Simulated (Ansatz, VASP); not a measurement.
# AlPt: VASP beside Ansatz

```
Al Pt
1.0
     3.09155    0.00000    0.00000
     0.00000    3.09155    0.00000
     0.00000    0.00000    3.09155
Al Pt
1 1
Direct
  0.00000 0.01617 0.00000
  0.50000 0.50000 0.50000
```

Alike in both runs: task single point; functional r2SCAN; k mesh 4 × 4 × 4; no spin polarisation.

|  | VASP | Ansatz |
| --- | --- | --- |
| version | VASP 6.6.1 | Ansatz 0.2.0 |
| potentials or method | VASP PAW PBE potentials, release 64 (Al, Pt), cutoff 520 eV | plane waves, PAW |
| occupations | methfessel-paxton of order 1, width 0.2 eV | cold, width 0.2 eV |
| valence electrons in the cell | 13 | 21 |

```tsv
	VASP	Ansatz	Ansatz less VASP
rms of the force components (eV/Å)	0.104	0.101	-0.0021
```

VASP's potentials were made for PBE, not for r2SCAN. Atom by atom the forces differ by 0.002 eV/Å (rms over components). VASP's potentials hold 13 valence electrons a cell and Ansatz's 21, so a difference there can come from the potentials and not from the codes. Ansatz's warnings: force scf threshold loose.

The k mesh is coarse, so the values compare programs but aren't converged. Neither program's run includes spin-orbit coupling.
